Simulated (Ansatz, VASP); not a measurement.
ScBSbP3: VASP beside Ansatz

```
Sc B Sb P
1.0
     6.08007    0.00000    0.00000
    -3.04004    5.26550    0.00000
     0.00000    0.00000    3.39604
Sc B Sb P
1 1 1 3
Direct
  0.00000 0.00000 0.00000
  0.33333 0.66667 0.00000
  0.66667 0.33333 0.00000
  0.06597 0.53299 0.50000
  0.46701 0.53299 0.50000
  0.46701 0.93403 0.50000
```

Change from the starting cell: species swapped into the YSiBRh3 type (P-6m2, No. 187).

Alike in both runs: functional PBE; k mesh 3 × 3 × 4; occupations gaussian, width 0.1 eV; no spin polarisation.

Ansatz relaxed the structure, and its values are those at the end. VASP's run is a single point on that final structure, the one shown.

|  | VASP | Ansatz |
| --- | --- | --- |
| version | VASP 6.6.1 | Ansatz 0.2.0 |
| potentials or method | VASP PAW PBE potentials, release 64 (Sc_sv, B, Sb, P), cutoff 520 eV | scalar-relativistic, plane waves, PAW |
| valence electrons in the cell | 34 | 44 |

VASP gave:

| Property | Result |
| --- | --- |
| gap on the k mesh at the Fermi level (eV) | none |
| pressure (GPa) | -0.1 |
| rms of the force components (eV/Å) | 0.023 |

Q: Which values does Ansatz return?

A: gap on the k mesh at the Fermi level (eV): none; pressure (GPa): -0.1; rms of the force components (eV/Å): 0.006.

A gap of «none» marks a metal or a gap that the smearing closes. With one functional, cell and mesh, what is left measures potentials, basis and numerics. VASP's potentials hold 34 valence electrons a cell and Ansatz's 44, so a difference there can come from the potentials and not from the codes.

The k mesh is coarse, so the values compare programs but aren't converged. Neither program's run includes spin-orbit coupling.
